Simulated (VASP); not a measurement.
AlN: single point with r2SCAN

Crystal: AlN.

```
Al N
1.0
     0.00000    2.22773    2.22773
     2.22773    0.00000    2.22773
     2.22773    2.22773    0.00000
Al N
1 1
Direct
  0.00000 0.00000 0.00000
  0.75000 0.75000 0.75000
```

This cell differs from its parent crystal: volume changed by +6%.

| Item | Value |
| --- | --- |
| Program | VASP 6.6.1 |
| Task | single point |
| Functional | r2SCAN |
| Potentials or basis | VASP PAW PBE potentials, release 64 (Al, N) |
| Cutoff | 520 eV |
| k mesh | 8 × 8 × 8 |
| Occupations | gaussian, width 0.01 eV |
| Spin | no spin polarisation |
| Dipole correction | no |
| Further INCAR settings | ALGO = Normal; EDIFF = 1e-07; NBANDS = 11 |

```yaml
Pressure: -11.3 GPa
Band_gap_on_the_k_mesh: 3.89 eV, indirect (least direct gap 4.35 eV)
```

Levels at points of the mesh, in eV from the valence-band top:
| k point | band 1 | band 2 | band 3 | band 4 | band 5 | band 6 | band 7 | band 8 |
| --- | --- | --- | --- | --- | --- | --- | --- | --- |
| (0.00, 0.00, 0.00) | -15.40 | 0.00 | 0.00 | 0.00 | 4.35 | 12.92 | 12.92 | 12.92 |
| (0.50, 0.00, 0.00) | -13.56 | -5.65 | -0.48 | -0.48 | 7.65 | 10.39 | 11.56 | 11.56 |
| (0.50, 0.50, 0.00) | -12.99 | -4.77 | -1.74 | -1.74 | 3.89 | 9.09 | 14.38 | 16.19 |

Wall time 12 s on 1 thread of Intel(R) Xeon(R) 6975P-C (Granite Rapids), with other jobs on the host, peak memory 0.13 GiB.

Caveat: the PAW data sets were made with another functional, which shifts forces and pressure a little. A k mesh can miss the band edges.
